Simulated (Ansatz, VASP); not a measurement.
# One calculation of HfIn4SiO6, two programs

```xyz
12
Lattice="3.2302 -5.5777 -0.0247 3.2302 5.5777 -0.0247 -1.4907 0.0000 6.3203" Properties=species:S:1:pos:R:3 pbc="T T T"
Hf    0.6440    0.0000    0.0526
In    4.1040   -1.7301    0.0202
In    4.1040    1.7301    0.0202
In    1.7482   -1.8121    3.0400
In    1.7482    1.8121    3.0400
Si    4.8557    0.0000    2.7718
O     4.0293   -1.3765    2.3731
O     4.0293    1.3765    2.3731
O    -0.2525    0.0000    1.8631
O     5.2892    0.0000    4.3477
O     1.7422   -1.5806    0.4557
O     1.7422    1.5806    0.4557
```

Alike in both runs: task single point; functional B3LYP; k mesh 2 × 2 × 2; occupations fermi-dirac, width 0.05 eV; no spin polarisation.

|  | VASP | Ansatz |
| --- | --- | --- |
| version | VASP 6.6.1 | Ansatz 0.2.0 |
| potentials or method | VASP PAW PBE potentials, release 64 (Hf_pv, In_d, Si, O) | Ansatz PAW |
| plane-wave cutoff (eV) | 520 | 420 |
| valence electrons in the cell | 102 | 118 |

Ansatz gave:

```
gap on the k mesh at the Fermi level (eV)                     : 2.14
least direct gap on the mesh (eV)                             : 2.48
pressure (GPa)                                                : 0.0
traceless stress, the component that is largest in VASP (GPa) : 0.00
rms of the force components (eV/Å)                            : 0.160
```

Q: What did VASP give for the same quantities?

A: gap on the k mesh at the Fermi level (eV): 2.16; least direct gap on the mesh (eV): 2.50; pressure (GPa): -0.3; traceless stress, the component that is largest in VASP (GPa): -0.13; rms of the force components (eV/Å): 0.129.

VASP's potentials were made for PBE, not for B3LYP. Atom by atom the forces differ by 0.078 eV/Å (rms over components). VASP's potentials hold 102 valence electrons a cell and Ansatz's 118, so a difference there can come from the potentials and not from the codes.

The k mesh is coarse, so the values compare programs but aren't converged. Neither program's run includes spin-orbit coupling.
